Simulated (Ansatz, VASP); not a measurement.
Sb: VASP beside Ansatz

```xyz
2
Lattice="2.1771 1.2569 3.8299 -2.1771 1.2569 3.8299 0.0000 -2.5139 3.8299" Properties=species:S:1:pos:R:3 pbc="T T T"
Sb    0.0000    0.0000    3.0822
Sb    0.0000    0.0000    8.4075
```

Alike in both runs: task electric field gradients; functional r2SCAN; k mesh 11 × 11 × 11; occupations fermi-dirac, width 0.05 eV; no spin polarisation.

|  | VASP | Ansatz |
| --- | --- | --- |
| version | VASP 6.6.1 | Ansatz 0.2.0 |
| potentials or method | VASP PAW PBE potentials, release 64 (Sb) | PAW with Ansatz's default frozen-core files, scalar-relativistic |
| plane-wave cutoff (eV) | 520 | 500 |
| valence electrons in the cell | 10 | 30 |

VASP gave:

* pressure (GPa): 0.1
* traceless stress, the component that is largest in VASP (GPa): 0.22
* rms of the force components (eV/Å): 0.035
* size of Vzz on the site where it differs most (V/Å²): 65.9

Question: What did Ansatz give for the same quantities?

Answer: Pressure (GPa): 0.0; traceless stress, the component that is largest in VASP (GPa): 0.26; rms of the force components (eV/Å): 0.004; size of Vzz on the site where it differs most (V/Å²): 69.2.

VASP's potentials were made for PBE, not for r2SCAN. Atom by atom the forces differ by 0.031 eV/Å (rms over components). VASP's potentials hold 10 valence electrons a cell and Ansatz's 30, so a difference there can come from the potentials and not from the codes.

Spin-orbit coupling is off throughout.
